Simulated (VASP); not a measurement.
Here is a VASP 6.6.1 calculation.

Contents of INCAR:

```
ALGO     = Normal         # electronic algorithm
EDIFF    = 1E-6           # SCF threshold, eV
ENCUT    = 520            # plane-wave cutoff, eV
GGA      = PE             # functional
ISIF     = 2              # what is computed and relaxed
ISMEAR   = -1             # smearing method
LASPH    = True           # aspherical terms in the spheres
LCHARG   = False          # write CHGCAR
LREAL    = False          # projectors in reciprocal space
LWAVE    = False          # write WAVECAR
NBANDS   = 13             # bands
NELM     = 80             # most SCF steps
PREC     = Accurate       # precision mode
SIGMA    = 0.05           # smearing width, eV
```

The input KPOINTS:

```
k-points
0
Gamma
  12 12 12
```

File POSCAR:

```
Ru
1.0
    0.0000000000      1.8759073982      1.8759073982
    1.8759073982      0.0000000000      1.8759073982
    1.8759073982      1.8759073982      0.0000000000
Ru
1
Direct
    0.0000000000      0.0000000000      0.0000000000
```

Potentials or basis: VASP PAW PBE potentials, release 64 (Ru_pv).

The run is started by

```bash
$ cat potpaw_PBE.64/Ru_pv/POTCAR > POTCAR
$ mpirun -np 1 vasp_std > vasp.out
```

Estimate the pressure.

15.8 GPa.

Predict the band gap on the k mesh.

zero (band 7 reaches 15.63 eV, above the bottom of band 8 at 12.03 eV).
